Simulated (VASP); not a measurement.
Here is a VASP 6.6.1 calculation.

Contents of POSCAR:

```
TePb
1.0
    4.0807831442      0.0000000000      0.0000000000
    0.0000000000      4.0807831442      0.0000000000
    0.0000000000      0.0000000000      4.0807831442
Pb Te
1 1
Direct
    0.0000000000      0.0000000000      0.0000000000
    0.5000000000      0.5000000000      0.5000000000
```

Contents of INCAR.step1:

```
PREC = Accurate ; ENCUT = 520
EDIFF = 1E-5 ; ISMEAR = -1
SIGMA = 0.05 ; LREAL = F
LASPH = T ; NELM = 80
ALGO = Normal ; ISIF = 2
LWAVE = T ; LCHARG = F
GGA = PE ; NBANDS = 17
```

File INCAR.step2:

```
PREC = Accurate ; ENCUT = 520
EDIFF = 1E-6 ; ISMEAR = -1
SIGMA = 0.05 ; LREAL = F
LASPH = T ; NELM = 80
ALGO = Normal ; ISIF = 2
LWAVE = F ; LCHARG = F
METAGGA = R2SCAN ; LHFCALC = T
AEXX = 0.25 ; LMIXTAU = T
PRECFOCK = Normal ; ISTART = 1
NBANDS = 17
```

KPOINTS

```
regular mesh
0
Gamma
  4 4 4
```

Potentials or basis: VASP PAW PBE potentials, release 64 (Pb_d, Te).

The run is started by

```bash
$ cat potpaw_PBE.64/Pb_d/POTCAR potpaw_PBE.64/Te/POTCAR > POTCAR
$ cp INCAR.step1 INCAR
$ mpirun -np 1 vasp_std > vasp.out
$ cp INCAR.step2 INCAR
$ mpirun -np 1 vasp_std > vasp.out
```

Q: Estimate the pressure.

A: -3.1 GPa.

Q: Predict the band gap on the k mesh.

A: Zero (bands 10 and 11 overlap by 1.30 eV).

Caveat: the k points lie up to 0.38 Å⁻¹ apart, too coarse for converged energies and pressures of a metal; the PAW data sets were made with another functional, which shifts forces and pressure a little; spin-orbit coupling is left out, which moves the levels of the heavy elements.
